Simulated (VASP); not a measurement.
Here is a VASP 6.6.1 calculation.

The input INCAR:

```
PREC     = Accurate       # precision mode
ENCUT    = 500            # plane-wave cutoff, eV
EDIFF    = 1E-7           # SCF threshold, eV
ISMEAR   = -1             # smearing method
SIGMA    = 0.05           # smearing width, eV
LREAL    = F              # projectors in reciprocal space
LASPH    = T              # aspherical terms in the spheres
NELM     = 120            # most SCF steps
ALGO     = Normal         # electronic algorithm
ISIF     = 3              # what is computed and relaxed
LWAVE    = F              # write WAVECAR
LCHARG   = F              # write CHGCAR
GGA      = PS             # functional
IBRION   = 2              # ionic algorithm
NSW      = 50             # ionic steps
EDIFFG   = -0.03          # ionic threshold
GGA_COMPAT= F            
NELMIN   = 4
```

KPOINTS

```
regular mesh
0
Gamma
  9 9 9
```

The input POSCAR:

```
Pb
1.0
    0.0000000000      2.4750200000      2.4750200000
    2.4750200000      0.0000000000      2.4750200000
    2.4750200000      2.4750200000      0.0000000000
Pb
1
Direct
    0.0000000000      0.0000000000      0.0000000000
```

Potentials or basis: VASP PAW PBE potentials, release 64 (Pb_d).

Command:

```console
$ cat potpaw_PBE.64/Pb_d/POTCAR > POTCAR
$ mpirun -np 1 vasp_std > vasp.out
```

**Question.** Predict the space group after relaxing (to 0.1 Å).

**Answer.** Fm-3m (No. 225).

**Question.** What does it give for the band gap on the k mesh?

**Answer.** Zero (bands 7 and 8 overlap by 9.11 eV).

**Question.** What does it give for the relaxed cell?

**Answer.** a = 3.484 Å, b = 3.484 Å, c = 3.484 Å, α = 60.00°, β = 60.00°, γ = 60.00°.

Final structure:
```
CELL_PARAMETERS angstrom
0.00000 2.46325 2.46325
2.46325 0.00000 2.46325
2.46325 2.46325 0.00000
ATOMIC_POSITIONS crystal
Pb 0.00000 0.00000 0.00000
```

Caveat: spin-orbit coupling is left out, which moves the levels of the heavy elements.
